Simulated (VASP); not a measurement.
# Mg (Im-3m) in VASP: further runs, part 2 of 2

VASP 6.6.1.

## 3. Relaxation of cell and atoms, PBEsol, target pressure 100 GPa, at which the enthalpy is minimised

The input, INCAR:

```
ALGO = Normal ; EDIFF = 1E-6
EDIFFG = -0.004 ; ENCUT = 600
GGA = PS ; IBRION = 2
ISIF = 3 ; ISMEAR = 0
LASPH = True ; LCHARG = False
LREAL = False ; LWAVE = False
NELM = 100 ; NSW = 70
PREC = Accurate ; PSTRESS = 1000.0
SIGMA = 0.1
```

The input, KPOINTS:

```
k-points
0
Gamma
  20 20 20
```

The input, POSCAR:

```
Mg
1.0
   -1.4467615534      1.4467615534      1.4467615534
    1.4467615534     -1.4467615534      1.4467615534
    1.4467615534      1.4467615534     -1.4467615534
Mg
1
Direct
    0.0000000000      0.0000000000      0.0000000000
```

Potentials or basis: VASP PAW PBE potentials, release 64 (Mg).

The run is started by

```console
> cat potpaw_PBE.64/Mg/POTCAR > POTCAR
> mpirun -np 1 vasp_std > vasp.out
```

OUTCAR:

```text
EDIFF = 1E-6
   EDIFFG = -0.004
   ENCUT = 600
   GGA = PS
   IBRION = 2
   ISIF = 3
   ISMEAR = 0
   LASPH = True
   LREAL = False
   NELM = 100
   NSW = 70
   PREC = Accurate
   PSTRESS = 1000.0

 ion  position               nearest neighbor table
   1  0.000  0.000  0.000-

  LATTYP: Found a body centered cubic cell.
 ALAT       =     2.8935231068

  Lattice vectors:

 A1 = (  -1.4467615534,   1.4467615534,   1.4467615534)
 A2 = (   1.4467615534,  -1.4467615534,   1.4467615534)
 A3 = (   1.4467615534,   1.4467615534,  -1.4467615534)

Analysis of symmetry for initial positions (statically):
=====================================================================
 Subroutine PRICEL returns:
 Original cell was already a primitive cell.

 Routine SETGRP: Setting up the symmetry group for a
 body centered cubic supercell.

 Subroutine GETGRP returns: Found 48 space group operations
 (whereof 48 operations were pure point group operations)
 out of a pool of 48 trial point group operations.

The static configuration has the point symmetry O_h .

Analysis of symmetry for dynamics (positions and initial velocities):
=====================================================================
 Subroutine PRICEL returns:
 Original cell was already a primitive cell.

 Routine SETGRP: Setting up the symmetry group for a
 body centered cubic supercell.

 Subroutine GETGRP returns: Found 48 space group operations
 (whereof 48 operations were pure point group operations)
 out of a pool of 48 trial point group operations.

The dynamic configuration has the point symmetry O_h .

 Subroutine INISYM returns: Found 48 space group operations
 (whereof 48 operations are pure point group operations),
 and found     1 'primitive' translations

----------------------------------------------------------------------------------------

                                     Primitive cell

  volume of cell :      12.1130

  direct lattice vectors                    reciprocal lattice vectors
    -1.446761553  1.446761553  1.446761553     0.000000000  0.345599452  0.345599452
     1.446761553 -1.446761553  1.446761553     0.345599452  0.000000000  0.345599452
     1.446761553  1.446761553 -1.446761553     0.345599452  0.345599452  0.000000000

  length of vectors
     2.505864517  2.505864517  2.505864517     0.488751432  0.488751432  0.488751432

  position of ions in fractional coordinates (direct lattice)
     0.000000000  0.000000000  0.000000000

  ion indices of the primitive-cell ions
   primitive index   ion index
                 1           1

----------------------------------------------------------------------------------------

 KPOINTS: k-points

Automatic generation of k-mesh.
 Grid dimensions read from file:
 generate k-points for:   20   20   20

 Generating k-lattice:

  Cartesian coordinates                     Fractional coordinates (reciprocal lattice)
     0.000000000  0.017279973  0.017279973     0.050000000  0.000000000  0.000000000
     0.017279973  0.000000000  0.017279973     0.000000000  0.050000000  0.000000000
     0.017279973  0.017279973  0.000000000     0.000000000  0.000000000  0.050000000

  Length of vectors
     0.024437572  0.024437572  0.024437572

  Shift w.r.t. Gamma in fractional coordinates (k-lattice)
     0.000000000  0.000000000  0.000000000

 Subroutine IBZKPT returns following result:
 ===========================================

 Found    256 irreducible k-points:

 Following reciprocal coordinates:
            Coordinates               Weight
  0.000000  0.000000  0.000000      1.000000
  0.050000  0.000000  0.000000     12.000000
  0.100000  0.000000  0.000000     12.000000
  0.150000  0.000000  0.000000     12.000000
  0.200000  0.000000  0.000000     12.000000
  0.250000  0.000000  0.000000     12.000000
[... 16 lines left out ...]
  0.200000  0.100000  0.000000     48.000000
  0.250000  0.100000  0.000000     48.000000
 [... further k-points ...]
   k-points           NKPTS =    256   k-points in BZ     NKDIM =    256   number of bands    NBANDS=      5
   number of dos      NEDOS =    301   number of ions     NIONS =      1
   total plane-waves  NPLWV =   8000
   dimension x,y,z NGX =    20 NGY =   20 NGZ =   20
   dimension x,y,z NGXF=    40 NGYF=   40 NGZF=   40
   ions per type =               1
   NGX,Y,Z   is equivalent  to a cutoff of  13.27, 13.27, 13.27 a.u.
   NGXF,Y,Z  is equivalent  to a cutoff of  26.54, 26.54, 26.54 a.u.
 SYSTEM =  unknown system
   PREC   = accura    normal or accurate (medium, high low for compatibility)
   ISTART =      0    job   : 0-new  1-cont  2-samecut
   ICHARG =      2    charge: 1-file 2-atom 10-const
   ISPIN  =      1    spin polarized calculation?
   LNONCOLLINEAR =      F non collinear calculations
   LSORBIT =      F    spin-orbit coupling
   LASPH  =      T    aspherical Exc in radial PAW
   ENCUT  =  600.0 eV  44.10 Ry    6.64 a.u.   5.00  5.00  5.00*2*pi/ulx,y,z
   NELM   =    100;   NELMIN=  2; NELMDL= -5     # of ELM steps
   EDIFF  = 0.1E-05   stopping-criterion for ELM
   LREAL  =      F    real-space projection
   EDIFFG = -.4E-02   stopping-criterion for IOM
   NSW    =     70    number of steps for IOM
   IBRION =      2    ionic relax: 0-MD 1-quasi-New 2-CG
   NFREE  =      1    steps in history (QN), initial steepest desc. (CG)
   ISIF   =      3    stress and relaxation
   ISYM   =      2    0-nonsym 1-usesym 2-fastsym
   POTIM  = 0.5000    time-step for ionic-motion
   TEBEG  =    0.0;   TEEND  =   0.0 temperature during run
   PSTRESS= 1000.0 pullay stress
   NELECT =       2.0000    total number of electrons
   NUPDOWN=      -1.0000    fix difference up-down
   EMIN   =  10.00;   EMAX   =-10.00  energy-range for DOS
   EFERMI =   0.00;   METHOD = LEGACY
   ISMEAR =     0;   SIGMA  =   0.10  broadening in eV -4-tet -1-fermi 0-gaus
   EFERMI_NEDOS =   21; number of points for ismear=-14 and -15
   IALGO  =     38    algorithm
   IMIX   =      4    mixing-type and parameters
     AMIX     =   0.40;   BMIX     =  1.00
     AMIX_MAG =   1.60;   BMIX_MAG =  1.00
  volume/ion in A,a.u.               =      12.11        81.74
  Fermi-wavevector in a.u.,A,eV,Ry     =   0.898120  1.697201 10.974734  0.806620
  Thomas-Fermi vector in A             =   2.020790
   LORBIT       =      0    0 simple, 1 ext, 2 COOP (PROOUT), +10 PAW based schemes
   GGA     = PS    functional components
   LHFCALC =     F    Hartree Fock is set to
   AEXX    =    0.0000 exact exchange contribution
   IVDW    =     0    specifies the selected vdW correction
   LEPSILON=     F    determine dielectric tensor
   LRPA    =     F    only Hartree local field effects (RPA)
 conjugate gradient relaxation of ions
 non-spin polarized calculation
 Gauss-broadening in eV      SIGMA  =   0.10
  energy-cutoff  :      600.00
  volume of cell :       12.11
 maximum number of plane-waves:       420
   NGX =  9   NGY =  9   NGZ =  9

--------------------------------------- Ionic step        1  -------------------------------------------

 number of electron       2.0000000 magnetization

 Free energy of the ion-electron system (eV)
  ---------------------------------------------------
  ext. energy  EPLUGINS =         0.00000000
  ---------------------------------------------------
  free energy    TOTEN  =        -0.21027696 eV

  energy without entropy =       -0.20937142  energy(sigma->0) =       -0.20982419

------------------------ aborting loop because EDIFF is reached ----------------------------------------

  FORCE on cell =-STRESS in cart. coord.  units (eV):
  Direction    XX          YY          ZZ          XY          YZ          ZX
  --------------------------------------------------------------------------------------
  -------------------------------------------------------------------------------------
  Total        5.8057888      5.8057888      5.8057888     -0.0000000      0.0000000     -0.0000000
  in kB      767.9287855    767.9287855    767.9287855     -0.0000000      0.0000000     -0.0000000
  external PRESSURE =    -232.0712145 kB  Pullay stress =    1000.0000000 kB
[... 209 lines left out ...]
--------------------------------------- Ionic step        7  -------------------------------------------

 number of electron       2.0000000 magnetization

 Free energy of the ion-electron system (eV)
  ---------------------------------------------------
  ext. energy  EPLUGINS =         0.00000000
  ---------------------------------------------------
  free energy    TOTEN  =         0.27658115 eV

  energy without entropy =        0.27754839  energy(sigma->0) =        0.27706477

 E-fermi :   7.7527     XC(G=0): -11.1353

 val. band max:        7.6991080724   @ k =   0.3000   0.2500   0.1500
 cond. band min:       7.7676355599   @ k =  -0.3500  -0.3500   0.0500
 fundamental gap:      0.0685274875
 Fermi energy:         7.7527282979

 k-point     1 :       0.0000    0.0000    0.0000
  band No.  band energies     occupation
      1      -2.8748      2.00000
      2      26.3518      0.00000
      3      26.3518      0.00000
      4      26.3518      0.00000
      5      29.3497      0.00000
[... 177 lines left out ...]
 k-point    24 :       0.2500    0.1000    0.0000
  band No.  band energies     occupation
      1       0.7302      2.00000
      2      13.7993      0.00000
      3      18.5290      0.00000
      4      24.2778      0.00000
      5      25.7869      0.00000

 [... further k-points ...]

------------------------ aborting loop because EDIFF is reached ----------------------------------------

  FORCE on cell =-STRESS in cart. coord.  units (eV):
  Direction    XX          YY          ZZ          XY          YZ          ZX
  --------------------------------------------------------------------------------------
  -------------------------------------------------------------------------------------
  Total        7.0060861      7.0060861      7.0060861      0.0000000     -0.0000000      0.0000000
  in kB     1000.0109773   1000.0109773   1000.0109773      0.0000000     -0.0000000      0.0000000
  external PRESSURE =       0.0109773 kB  Pullay stress =    1000.0000000 kB
[... 20 lines left out ...]
  energy  without entropy=        0.2775483889  energy(sigma->0) =        0.27706477

  enthalpy is  TOTEN    =         7.2825903049 eV   P V=        7.0060091512

 reached required accuracy - stopping structural energy minimisation
```

CONTCAR:

```text
Mg
   1.00000000000000
    -1.4105021866854368    1.4105021866854368    1.4105021866854368
     1.4105021866854368   -1.4105021866854368    1.4105021866854368
     1.4105021866854368    1.4105021866854368   -1.4105021866854368
  Mg
     1
Direct
     0.0000000000000000    0.0000000000000000    0.0000000000000000

  0.00000000E+00  0.00000000E+00  0.00000000E+00
```

Wall time 50 s (1 thread of Intel Xeon 8259CL, shared host); peak memory 0.15 GiB.

Results:

```yaml
Free_energy: 0.2766 eV
Relaxed_volume: 11.22 Å³/atom
Relaxed_cell: a = 2.443 Å, b = 2.443 Å, c = 2.443 Å, α = 109.47°, β = 109.47°, γ = 109.47°
Space_group_after_relaxing_to_0.1_Å: Im-3m (No. 229)
Energy_change_on_relaxing_the_run_minimises_the_enthalpy: +486.9 meV/atom
Ionic_steps: 7
Pressure_after_relaxing: 100.0 GPa
Band_gap_on_the_k_mesh: zero (bands 1 and 2 overlap by 4.73 eV)
```

Step by step:
```tsv
step	energy change (eV)	largest force (eV/Å)	pressure (GPa)	volume (Å³)
1	0.0000	0.0000	76.79	12.11
2	2.1407	0.0000	183.63	9.29
3	0.4501	0.0000	98.22	11.28
4	0.4830	0.0000	99.81	11.23
5	0.4938	0.0000	100.33	11.21
6	0.4734	0.0000	99.35	11.25
7	0.4869	0.0000	100.00	11.22
```

Final structure:
```cif
data_structure
_symmetry_space_group_name_H-M 'P 1'
_symmetry_Int_Tables_number 1
_cell_length_a 2.4431
_cell_length_b 2.4431
_cell_length_c 2.4431
_cell_angle_alpha 109.471
_cell_angle_beta 109.471
_cell_angle_gamma 109.471
_cell_volume 11.22
loop_
_atom_site_label
_atom_site_type_symbol
_atom_site_fract_x
_atom_site_fract_y
_atom_site_fract_z
_atom_site_occupancy
Mg1 Mg 0.00000 0.00000 0.00000 1
```

Caveat: the cell is relaxed towards a set pressure, so the run minimises the enthalpy, not the energy; the PAW data sets were made with another functional, which shifts forces and pressure a little.
